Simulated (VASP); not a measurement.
Runs of VASP 6.6.1 on Ge. The structure is that of space group Fd-3m (No. 227), or close to it. The cells are those of the table. 

| cell | gap on the mesh (eV) | pressure (GPa) |
| --- | --- | --- |
| a = 4.056, b = 4.056, c = 3.975 Å, angles 60.7, 60.7, 58.7°, 2 atoms | none | -2.4 |
| a = 3.923, b = 3.923, c = 3.975 Å, angles 59.6, 59.6, 60.9°, 2 atoms | - | 2.4 |
| a = 4.029, b = 4.029, c = 3.975 Å, angles 60.4, 60.4, 59.1°, 2 atoms | none | (a) |
| a = 4.002, b = 4.002, c = 3.975 Å, angles 60.2, 60.2, 59.6°, 2 atoms | none | -0.7 |
| a = 3.949, b = 3.949, c = 3.975 Å, angles 59.8, 59.8, 60.4°, 2 atoms | - | (b) |

Alike in all rows: task single point; level LDA; potentials or basis VASP PAW LDA potentials, release 64 (Ge_d); no spin polarisation; k mesh 14 × 14 × 14; cutoff (eV) 520; smearing gaussian 0.15 eV.

Question: Fill in the values left out.

Answer: (a) -1.6; (b) 1.3.

A k mesh can miss the band edges, and the runs leave out spin-orbit coupling on Ge.

A gap of «none» marks levels without a gap at the run's occupations.
